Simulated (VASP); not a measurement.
Here is a VASP 6.6.1 calculation.

Contents of INCAR:

```
SYSTEM = CdTe
ALGO = Normal
EDIFF = 1E-8
ENCUT = 520
GGA = PE
ISIF = 2
ISMEAR = -1
LASPH = .TRUE.
LCHARG = .FALSE.
LEFG = .TRUE.
LREAL = .FALSE.
LWAVE = .FALSE.
NBANDS = 26
NELM = 100
PREC = Accurate
SIGMA = 0.05
```

KPOINTS

```
k-points
0
G
  9 9 6
  0 0 0
```

File POSCAR:

```
CdTe
1.0
    3.0855915320     -3.1151036966      0.0000000000
    3.0855915320      3.1151036966      0.0000000000
    0.0000000000      0.0000000000      6.1309886192
Cd Te
2 2
Direct
    0.2770300000      0.7229700000      0.7500000000
    0.7229700000      0.2770300000      0.2500000000
    0.7661370000      0.2338630000      0.7500000000
    0.2338630000      0.7661370000      0.2500000000
```

Potentials or basis: VASP PAW PBE potentials, release 64 (Cd, Te).

Command:

```console
$ cat potpaw_PBE.64/Cd/POTCAR potpaw_PBE.64/Te/POTCAR > POTCAR
$ mpirun -np 1 vasp_std > vasp.out
```

Q: What does it give for the pressure?

A: -1.0 GPa.

Q: Predict the largest force.

A: 0.050 eV/Å.

Q: What does it give for the band gap on the k mesh?

A: Zero (bands 18 and 19 overlap by 1.14 eV).

Forces on the atoms (eV/Å):
```
Cd   0.000  0.032  0.000
Cd   0.000 -0.032  0.000
Te   0.000  0.050  0.000
Te   0.000 -0.050  0.000
```

Caveat: without QUAD_EFG the Cq values of the log hold for a quadrupole moment of 1 mb, not for the nuclei; spin-orbit coupling is left out, which moves the levels of the heavy elements.
